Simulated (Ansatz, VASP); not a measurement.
## Hg: VASP beside Ansatz

INCAR

```
SYSTEM = Hg
  PREC = Accurate
  ENCUT = 520
  EDIFF = 1E-6
  ISMEAR = 0
  SIGMA = 0.05
  LREAL = .FALSE.
  LASPH = .TRUE.
  NELM = 100
  ALGO = Normal
  ISIF = 2
  LWAVE = .FALSE.
  LCHARG = .FALSE.
  GGA = PE
  NBANDS = 12
```

KPOINTS

```
regular mesh
0
G
  10 10 10
  0 0 0
```

File POSCAR:

```
Hg
1.0
   -1.8767364354      1.8767364354      1.9168448550
    1.8767364354     -1.8767364354      1.9168448550
    1.8767364354      1.8767364354     -1.9168448550
Hg
1
Direct
    0.5000000000      0.5000000000      0.0000000000
```

File input.yaml:

```yaml
crystal:
  lattice:
    - [-1.8767364354, 1.8767364354, 1.916844855]
    - [1.8767364354, -1.8767364354, 1.916844855]
    - [1.8767364354, 1.8767364354, -1.916844855]
  atoms:
    - { symbol: Hg, position: [0.5, 0.5, 0.0] }
kpoints:
  mp_grid: { grid: [10, 10, 10] }
scf:
  occupations: { method: gaussian, width: 0.05 }
hamiltonian:
  xc: pbe
  pseudopotentials: { kind: all_electron, lapw: { basis_error: 0.001 } }
output:
  forces: true
  stress: true
  eigenvalues: true
```

Alike in both runs: task single point; functional PBE; k mesh 10 × 10 × 10; occupations gaussian, width 0.05 eV; no spin polarisation.

|  | VASP | Ansatz |
| --- | --- | --- |
| version | VASP 6.6.1 | Ansatz 0.2.0 |
| potentials or method | VASP PAW PBE potentials, release 64 (Hg), cutoff 520 eV | all-electron LAPW, scalar-relativistic |

```csv
,VASP,Ansatz,Ansatz less VASP
gap on the k mesh at the Fermi level (eV),none,none,-
pressure (GPa),1.7,1.5,-0.17
"traceless stress, the component that is largest in VASP (GPa)",0.07,0.08,+0.007
```

A gap of «none» marks a metal or a gap that the smearing closes. Ansatz ran all-electron here, and VASP with PAW potentials.

Neither program's run includes spin-orbit coupling.
